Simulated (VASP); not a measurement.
Write the native input for VASP 6.6.1 that does the following.

| Quantity | Value |
| --- | --- |
| Task | single point |
| Functional | PBE |
| Potentials or basis | VASP PAW PBE potentials, release 64 (Sn_d, Se) |
| Cutoff | 500 eV |
| k mesh | 4 × 4 × 2 |
| Occupations | gaussian, width 0.01 eV |
| Spin | no spin polarisation |
| Dipole correction | no |
| Further INCAR settings | ALGO = Normal; EDIFF = 1e-06; NBANDS = 20 |

The structure of SnSe2 lies in POSCAR:

```
SnSe2
1.0
    3.8110000000      0.0000000000      0.0000000000
   -1.9055000000      3.3004228138      0.0000000000
    0.0000000000      0.0000000000      6.1360000000
Sn Se
1 2
Direct
    0.0000000000      0.0000000000      0.0000000000
    0.6666666667      0.3333333333      0.7510000000
    0.3333333333      0.6666666667      0.2490000000
```

One way to write it, as run:

INCAR

```
PREC     = Accurate       # precision mode
ENCUT    = 500            # plane-wave cutoff, eV
EDIFF    = 1E-6           # SCF threshold, eV
ISMEAR   = 0              # smearing method
SIGMA    = 0.01           # smearing width, eV
LREAL    = False          # projectors in reciprocal space
LASPH    = True           # aspherical terms in the spheres
NELM     = 120            # most SCF steps
ALGO     = Normal         # electronic algorithm
ISIF     = 2              # what is computed and relaxed
LWAVE    = False          # write WAVECAR
LCHARG   = False          # write CHGCAR
GGA      = PE             # functional
NBANDS   = 20             # bands
GGA_COMPAT= False
```

KPOINTS

```
regular mesh
0
Gamma
  4 4 2
```

Potentials or basis: VASP PAW PBE potentials, release 64 (Sn_d, Se).

Run with:

```sh
$ cat potpaw_PBE.64/Sn_d/POTCAR potpaw_PBE.64/Se/POTCAR > POTCAR
$ mpirun -np 1 vasp_std > vasp.out
```

It gave:

```json
{
 "Pressure": "6.0 GPa",
 "Largest force": "0.759 eV/Å",
 "Band gap on the k mesh": "0.87 eV, indirect (least direct gap 1.09 eV)"
}
```

Caveat: the k points lie up to 0.51 Å⁻¹ apart; spin-orbit coupling is left out, which moves the levels of the heavy elements; this functional lacks dispersion, which binds the layers, so the pressure and a relaxed spacing across them are unreliable.

Run time: 7 s on 1 thread of Intel(R) Xeon(R) 6975P-C (Granite Rapids) (shared host), peak memory 0.18 GiB.
